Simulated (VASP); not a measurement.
I, 1 atom in the cell. The structure is cubic, space group Im-3m (No. 229). The conventional cell has a = 3.179 Å, b = 3.179 Å, c = 3.179 Å, α = 90.00°, β = 90.00°, γ = 90.00°. I (site symmetry m-3m) has 14 I at 2.75 to 3.18 Å within 3.6 Å. 

```yaml
Program: VASP 6.6.1
Task: relaxation of cell and atoms
Functional: PBE
Potentials_or_basis: VASP PAW PBE potentials, release 64 (I)
Cutoff: 600 eV
k_mesh: 14 × 14 × 14
Occupations: fermi-dirac, width 0.03 eV
Spin: no spin polarisation
Dipole_correction: no
Further_INCAR_settings: ALGO = Normal; EDIFF = 1e-07; IBRION = 2; EDIFFG = -0.005; NSW = 100; ISIF = 3
```

Potentials or basis: VASP PAW PBE potentials, release 64 (I).

The run is started by

```sh
$ cat potpaw_PBE.64/I/POTCAR > POTCAR
$ mpirun -np 1 vasp_std > vasp.out
```

Hardware: 1 thread of Intel Xeon 8259CL, on a shared host.

Q: Estimate the wall time of this run.

A: Wall time 2.1 min on 1 thread of Intel Xeon 8259CL, on a shared host, peak memory 0.15 GiB. Counts: scf iterations 98, k points 104, ion steps 8.
